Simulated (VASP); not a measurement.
Write the native input for VASP 6.6.1 that does the following.

- Task: single point
- Functional: LDA
- Potentials or basis: VASP PAW LDA potentials, release 64 (C)
- Cutoff: 520 eV
- k mesh: 10 × 10 × 4
- Occupations: gaussian, width 0.01 eV
- Spin: no spin polarisation
- Dipole correction: no
- Further INCAR settings: ALGO = Normal; EDIFF = 1e-06; NBANDS = 16

The structure of C lies in POSCAR:

```
C
1.0
    2.4277632316      0.0000000000      0.0000000000
   -1.2138816158      2.1025046329      0.0000000000
    0.0000000000      0.0000000000      5.8156141028
C
4
Direct
    0.0000000000      0.0000000000      0.0025000000
    0.0000000000      0.0000000000      0.5025000000
    0.3333333333      0.6666666667      0.0025000000
    0.6666666667      0.3333333333      0.5025000000
```

These files were run (other wordings do the same):

INCAR

```
ALGO = Normal
EDIFF = 1E-6
ENCUT = 520
ISIF = 2
ISMEAR = 0
LASPH = True
LCHARG = False
LREAL = False
LWAVE = False
NBANDS = 16
NELM = 60
PREC = Accurate
SIGMA = 0.01
```

KPOINTS

```
k-points
0
Gamma
  10 10 4
```

Potentials or basis: VASP PAW LDA potentials, release 64 (C).

Command:

```bash
$ cat potpaw_LDA.64/C/POTCAR > POTCAR
$ mpirun -np 1 vasp_std > vasp.out
```

Results of the run:

```yaml
Pressure: 10.9 GPa
Band_gap_on_the_k_mesh: 0.54 eV, direct
```

It took 10 s on 1 thread of Intel(R) Xeon(R) Platinum 8488C (Sapphire Rapids) (shared host), peak memory 0.13 GiB.
